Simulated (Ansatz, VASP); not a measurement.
Al2O: VASP beside Ansatz

```
CELL_PARAMETERS angstrom
0.00000 3.12956 2.96625
2.50081 0.00000 2.96625
2.50081 3.12956 0.00000
ATOMIC_POSITIONS crystal
Al 0.50000 0.50000 0.00000
Al 0.00000 0.00000 0.50000
O 0.00000 0.00000 0.00000
```

Alike in both runs: functional PBE; k mesh 6 × 6 × 6; occupations gaussian, width 0.1 eV; no spin polarisation.

Ansatz relaxed the structure, and its values are those at the end. VASP's run is a single point on that final structure, the one shown.

```csv
,VASP,Ansatz
version,VASP 6.6.1,Ansatz 0.2.0
potentials or method,"VASP PAW PBE potentials, release 64 (Al, O), cutoff 520 eV","scalar-relativistic, plane waves, PAW"
valence electrons in the cell,12,12
```

```tsv
	VASP	Ansatz	Ansatz less VASP
gap on the k mesh at the Fermi level (eV)	none	none	-
pressure (GPa)	0.0	0.1	+0.05
```

A gap of «none» marks a metal or a gap that the smearing closes. The functional is the same, so the differences come from potentials, cutoffs and numerics.
